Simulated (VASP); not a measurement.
Runs of VASP 6.6.1 on SrTiO3. The structure is that of space group Pm-3m (No. 221), or close to it. The cells are those of the table. 

| cell | gap on the mesh (eV) | pressure (GPa) |
| --- | --- | --- |
| a = 3.862 Å, 5 atoms | 2.35 | 7.8 |
| a = 3.846 Å, 5 atoms | 2.38 | 10.8 |
| a = 3.881 Å, 5 atoms | 2.32 | (c) |
| a = 3.893 Å, 5 atoms | 2.30 | (b) |
| a = 3.819 Å, 5 atoms | (a) | 15.9 |
| a = 3.907 Å, 5 atoms | 2.27 | 0.7 |

Alike in all rows: task single point; level r2SCAN; potentials or basis VASP PAW PBE potentials, release 64 (Sr_sv, Ti_sv, O); no spin polarisation; k mesh 6 × 6 × 6; cutoff (eV) 660; smearing gaussian 0.01 eV.

Task: Estimate the missing entries.

Result: (a) 2.42; (b) 2.8; (c) 4.8.

Caveats: the PAW data sets were made with another functional, which shifts forces and pressure a little; the cell stands under pressure (at least some runs).

A k mesh can miss the band edges, and the runs leave out spin-orbit coupling on Sr.
